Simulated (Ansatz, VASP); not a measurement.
# One calculation of Al, two programs

File INCAR:

```
SYSTEM = Al
  PREC = Accurate
  ENCUT = 520
  EDIFF = 1E-6
  ISMEAR = 0
  SIGMA = 0.15
  LREAL = .False.
  LASPH = .True.
  NELM = 80
  ALGO = Fast
  ISIF = 2
  LWAVE = .False.
  LCHARG = .True.
  GGA = PE
  LELF = .True.
  LVHAR = .True.
  NBANDS = 8
```

File KPOINTS:

```
regular mesh
0
Gamma
  20 20 20
  0 0 0
```

Contents of POSCAR:

```
Al
1.0
    0.0000000000      2.0543397000      2.0846994000
    2.0543397000      0.0000000000      2.0846994000
    2.0543397000      2.0543397000      0.0000000000
Al
1
Direct
    0.0000000000      0.0000000000      0.0000000000
```

Input for Ansatz:

```yaml
crystal:
  lattice:
    - [0.0, 2.0543397, 2.0846994]
    - [2.0543397, 0.0, 2.0846994]
    - [2.0543397, 2.0543397, 0.0]
  atoms:
    - { symbol: Al, position: [0.0, 0.0, 0.0] }
basis:
  ecutwfc: 420
kpoints:
  mp_grid: { grid: [20, 20, 20] }
hamiltonian:
  xc: pbe
scf:
  occupations: { method: gaussian, width: 0.15 }
output:
  forces: true
  stress: true
  eigenvalues: true
```

Change from the starting cell: strain +0.015 along x and y, +0.030 along z, atoms carried along.

Alike in both runs: task single point; functional PBE; k mesh 20 × 20 × 20; occupations gaussian, width 0.15 eV; no spin polarisation.

```csv
,VASP,Ansatz
version,VASP 6.6.1,Ansatz 0.2.0
potentials or method,"VASP PAW PBE potentials, release 64 (Al), cutoff 520 eV","scalar-relativistic, plane waves, PAW"
valence electrons in the cell,3,3
```

```tsv
	VASP	Ansatz	Ansatz less VASP
gap on the k mesh at the Fermi level (eV)	none	none	-
pressure (GPa)	-4.3	-4.3	+0.04
traceless stress, the component that is largest in VASP (GPa)	-0.35	-0.35	-0.005
```

A gap of «none» marks a metal or a gap that the smearing closes.
